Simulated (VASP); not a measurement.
Runs of VASP 6.6.1 on C. The structure is that of space group Fd-3m (No. 227), or close to it. The cells are those of the table. 

```csv
task,potentials or basis,cell,cutoff (eV),second run,gap on the mesh (eV),pressure (GPa)
single point,"VASP PAW PBE potentials, release 64 (C_h)","a = 2.492 Å, angles 60.0°, 2 atoms",910,hard_potentials,4.46,13.6
single point,"VASP PAW PBE potentials, release 64 (C)","a = 2.542 Å, angles 60.0°, 2 atoms",520,-,(c),-11.6
relaxation of cell and atoms,"VASP PAW PBE potentials, release 64 (C)","relaxed from a = 2.522 Å, angles 60.0°, 2 atoms",600,-,(b),0.0
single point,"VASP PAW PBE potentials, release 64 (C_h)","a = 2.542 Å, angles 60.0°, 2 atoms",910,hard_potentials,4.32,-13.4
single point,"VASP PAW PBE potentials, release 64 (C)","a = 2.492 Å, angles 60.0°, 2 atoms",520,-,4.43,(a)
```

Alike in all rows: level r2SCAN; no spin polarisation; k mesh 12 × 12 × 12; smearing gaussian 0.02 eV.

Problem. Estimate the missing entries.

Solution. (a) 15.8; (b) 4.35; (c) 4.29.

Caveats: the PAW data sets were made with another functional, which shifts forces and pressure a little; the cutoff is under 1.25 times the usual one of these potentials, so pressure, stress and relaxed cells hold a basis-set (Pulay) error (some runs).

A k mesh can miss the band edges.
